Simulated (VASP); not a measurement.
A run of VASP 6.6.1 is set up as follows.

File INCAR:

```
ALGO = Normal
EDIFF = 1E-6
ENCUT = 520
GGA = PE
ISIF = 2
ISMEAR = 0
LASPH = True
LCHARG = False
LREAL = False
LWAVE = False
NBANDS = 24
NELM = 100
PREC = Accurate
SIGMA = 0.1
```

The input KPOINTS:

```
k-points
0
Gamma
  12 12 12
```

POSCAR

```
CsNb2
1.0
    0.0000000000      3.2782686358      3.2782686358
    3.2782686358      0.0000000000      3.2782686358
    3.2782686358      3.2782686358      0.0000000000
Cs Nb
1 2
Direct
    0.0000000000      0.0000000000      0.0000000000
    0.2500000000      0.2500000000      0.2500000000
    0.7500000000      0.7500000000      0.7500000000
```

Potentials or basis: VASP PAW PBE potentials, release 64 (Cs_sv, Nb_sv).

Launch:

```console
$ cat potpaw_PBE.64/Cs_sv/POTCAR potpaw_PBE.64/Nb_sv/POTCAR > POTCAR
$ mpirun -np 1 vasp_std > vasp.out
```

**Question.** Predict the pressure.

**Answer.** 1.5 GPa.
